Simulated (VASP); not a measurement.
Runs of VASP 6.6.1 on BaTaH4. The structure is that of space group Pmm2 (No. 25), or close to it. The cells are those of the table. 

```tsv
potentials or basis	cell	k mesh	cutoff (eV)	second run	gap on the mesh (eV)	pressure (GPa)	largest force (eV/Å)
VASP PAW PBE potentials, release 64 (Ba_sv, Ta_pv, H)	a = 3.267, b = 3.835, c = 6.062 Å, 6 atoms	6 × 4 × 4	520	-	none	-2.5	(b)
VASP PAW PBE potentials, release 64 (Ba_sv, Ta_pv, H)	a = 3.236, b = 3.054, c = 6.860 Å, 6 atoms	6 × 4 × 4	520	-	none	1.7	0.09
VASP PAW PBE potentials, release 64 (Ba_sv, Ta_sv_GW, H)	a = 3.006, b = 3.266, c = 6.822 Å, 6 atoms	6 × 6 × 4	500	valence_matched	none	1.6	0.13
VASP PAW PBE potentials, release 64 (Ba_sv, Ta_sv_GW, H)	a = 3.236, b = 3.054, c = 6.860 Å, 6 atoms	6 × 4 × 4	500	valence_matched	none	(a)	0.09
VASP PAW PBE potentials, release 64 (Ba_sv, Ta_pv, H)	a = 3.006, b = 3.266, c = 6.822 Å, 6 atoms	6 × 6 × 4	520	-	none	1.9	0.13
```

Alike in all rows: task single point; level PBE; no spin polarisation; smearing gaussian 0.1 eV.

**Question.** Fill in the values left out.

**Answer.** (a) 1.4; (b) 4.33.

Caveats: some runs use coarse meshes; spin-orbit coupling is left out, which moves the levels of the heavy elements; forces of over 1 eV/Å act on the atoms, so gaps and moduli don't describe the material at rest (some runs).

A k mesh can miss the band edges, and the runs leave out spin-orbit coupling on Ba, Ta.

A gap of «none» marks levels without a gap at the run's occupations.

The runs don't all hold the same shells in valence.
